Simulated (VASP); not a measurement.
The system is Ni.

```
Ni
1.0
     0.00000    1.77792    1.77792
     1.77792    0.00000    1.77792
     1.77792    1.77792    0.00000
Ni
1
Direct
  0.00000 0.00000 0.00000
```

Base run:

* Program: VASP 6.6.1
* Functional: LDA
* Potentials or basis: VASP PAW LDA potentials, release 64 (Ni)
* Cutoff: 520 eV
* k mesh: 24 × 24 × 24
* Occupations: gaussian, width 0.15 eV
* Spin: collinear spin, ferromagnetic start
* Starting moments: [0.875] μB
* Fixed moment: 0.875 μB

Its results: pressure -19.8 GPa; site moments Ni +0.87 μB.

The run is repeated on the same cell with these changes: fixed moment from 0.875 μB to 1 μB; moments at the start from [0.88] to [1.0]. What comes out?

Pressure -18.6 GPa; site moments Ni +0.99 μB.

Caveats: the cell stands under tension; the total moment is fixed, so each spin has its own Fermi level and the state may be an excited one.
